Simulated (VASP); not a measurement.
**Pt: single point with PBE-based screened hybrid with 25 % exact exchange**

The system is Pt.

```
Pt
1.0
    -1.58422    1.58422    1.58422
     1.58422   -1.58422    1.58422
     1.58422    1.58422   -1.58422
Pt
1
Direct
  0.00000 0.00000 0.00000
```

This isn't the form of Pt at room conditions, which is fcc.

- Program: VASP 6.6.1
- Task: single point
- Functional: PBE-based screened hybrid with 25 % exact exchange
- Potentials or basis: VASP PAW PBE potentials, release 64 (Pt)
- Cutoff: 520 eV
- k mesh: 6 × 6 × 6
- Occupations: fermi-dirac, width 0.05 eV
- Spin: no spin polarisation

```yaml
Pressure: -8.0 GPa
Band_gap_on_the_k_mesh: zero (bands 5 and 6 overlap by 2.55 eV)
```

Levels at points of the mesh, in eV from the Fermi level:
```
           k point  band 3  band 4  band 5  band 6  band 7  band 8
(0.00, 0.00, 0.00)   -3.64   -3.64   -1.24   -1.24   18.58   18.58
(0.50, 0.00, 0.00)   -1.32   -0.83    0.81    1.45    7.53   14.61
(0.50, 0.50, 0.50)    0.90    0.90    0.90    8.79    8.79    8.79
```

Wall time 9.4 min on 1 thread of Intel(R) Xeon(R) Platinum 8375C CPU @ 2.90GHz (Ice Lake), with other jobs on the host, peak memory 0.23 GiB.

Caveat: the k points lie up to 0.47 Å⁻¹ apart, too coarse for converged energies and pressures of a metal; the PAW data sets were made with another functional, which shifts forces and pressure a little; spin-orbit coupling is left out, which moves the levels of the heavy elements.
